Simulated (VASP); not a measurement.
A run of VASP 6.6.1:

Contents of INCAR:

```
SYSTEM = Fe
ALGO = Normal
EDIFF = 1E-6
ENCUT = 600
GGA = RE
GGA_COMPAT = .FALSE.
ISIF = 2
ISMEAR = -1
ISPIN = 2
LASPH = .TRUE.
LCHARG = .FALSE.
LMAXMIX = 4
LORBIT = 11
LREAL = .FALSE.
LWAVE = .FALSE.
MAGMOM = -2.213 -2.213
NBANDS = 19
NELM = 200
PREC = Accurate
SIGMA = 0.05
```

File KPOINTS:

```
k-points
0
G
  18 18 18
  0 0 0
```

File POSCAR:

```
Fe
1.0
    2.7818800419      0.0000000000      0.0000000000
    0.0000000000      2.7818800419      0.0000000000
    0.0000000000      0.0000000000      2.7818800419
Fe
2
Direct
    0.0000000000      0.0000000000      0.0000000000
    0.5000000000      0.5000000000      0.5000000000
```

Potentials or basis: VASP PAW PBE potentials, release 64 (Fe).

Run with:

```console
$ cat potpaw_PBE.64/Fe/POTCAR > POTCAR
$ mpirun -np 1 vasp_std > vasp.out
```

Hardware: 1 thread of Oxide Virtual Turin-like Processor, on a shared host.

How long does it take, and how much memory?

It took 2.9 min on 1 thread of Oxide Virtual Turin-like Processor (shared host), peak memory 0.23 GiB. Counts: scf iterations 13, k points 220.
